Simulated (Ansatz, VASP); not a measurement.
## HPt6: VASP beside Ansatz

```
CELL_PARAMETERS angstrom
5.61433 0.00000 0.00000
-2.80716 4.86215 0.00000
0.00000 0.00000 22.61927
ATOMIC_POSITIONS crystal
Pt 0.33333 0.16667 0.17684
Pt 0.33333 0.66667 0.17684
Pt 0.83333 0.16667 0.17684
Pt 0.83333 0.66667 0.17684
Pt 0.16667 0.33333 0.27895
Pt 0.16667 0.83333 0.27895
Pt 0.66667 0.33333 0.27895
Pt 0.66667 0.83333 0.27895
Pt 0.00000 0.00000 0.38106
Pt 0.00000 0.50000 0.38106
Pt 0.50000 0.00000 0.38106
Pt 0.50000 0.50000 0.38106
H 0.18928 0.37855 0.40095
H 0.31072 0.62145 0.40095
```

Alike in both runs: task single point; functional PBE; k mesh 6 × 6 × 1; occupations gaussian, width 0.1 eV; no spin polarisation.

|  | VASP | Ansatz |
| --- | --- | --- |
| version | VASP 6.6.1 | Ansatz 0.2.0 |
| potentials or method | VASP PAW PBE potentials, release 64 (Pt, H), cutoff 520 eV | scalar-relativistic, plane waves, PAW |
| valence electrons in the cell | 122 | 218 |

|  | VASP | Ansatz | Ansatz less VASP |
| --- | --- | --- | --- |
| gap on the k mesh at the Fermi level (eV) | none | none | - |
| rms of the force components (eV/Å) | 1.384 | 1.350 | -0.0343 |

Atom by atom the forces differ by 0.036 eV/Å (rms over components). A gap of «none» marks a metal or a gap that the smearing closes. VASP's potentials hold 122 valence electrons a cell and Ansatz's 218, so a difference there can come from the potentials and not from the codes.

Neither program's run includes spin-orbit coupling.
